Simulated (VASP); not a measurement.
Input of a VASP 6.6.1 run:

INCAR

```
SYSTEM = Hf
ALGO = Normal ; EDIFF = 1E-6
ENCUT = 500 ; GGA = VW
GGA_COMPAT = .FALSE. ; ISIF = 2
ISMEAR = -1 ; ISPIN = 2
LASPH = .TRUE. ; LCHARG = .TRUE.
LELF = .TRUE. ; LMAXMIX = 4
LORBIT = 11 ; LREAL = .FALSE.
LVHAR = .TRUE. ; LWAVE = .FALSE.
MAGMOM = 0.5 ; NBANDS = 15
NELM = 200 ; PREC = Accurate
SIGMA = 0.1
```

The input KPOINTS:

```
k-points
0
G
  10 10 10
  0 0 0
```

The input POSCAR:

```
Hf
1.0
   -0.0179530000      2.1835770000      2.1876800000
    2.2520130000     -0.0406010000      2.2103280000
    2.2287910000      2.1830030000     -0.0173790000
Hf
1
Direct
    0.0000000000      0.0000000000      0.0000000000
```

Potentials or basis: VASP PAW PBE potentials, release 64 (Hf_pv).

The run is started by

```sh
$ cat potpaw_PBE.64/Hf_pv/POTCAR > POTCAR
$ mpirun -np 1 vasp_std > vasp.out
```

**Question.** Predict the band gap on the k mesh.

**Answer.** Zero (filled and empty bands overlap).

**Question.** What does it give for the net moment?

**Answer.** 0.03 μB per cell.

Stress tensor (GPa, compression positive):
```
-6.50  1.13 -0.09
 1.13 -5.51  1.17
-0.09  1.17 -5.62
```

Caveat: the cell differs from its parent crystal (the cell strained at random); the cell stands under tension; the PAW data sets were made with another functional, which shifts forces and pressure a little; spin-orbit coupling is left out, which moves the levels of the heavy elements.
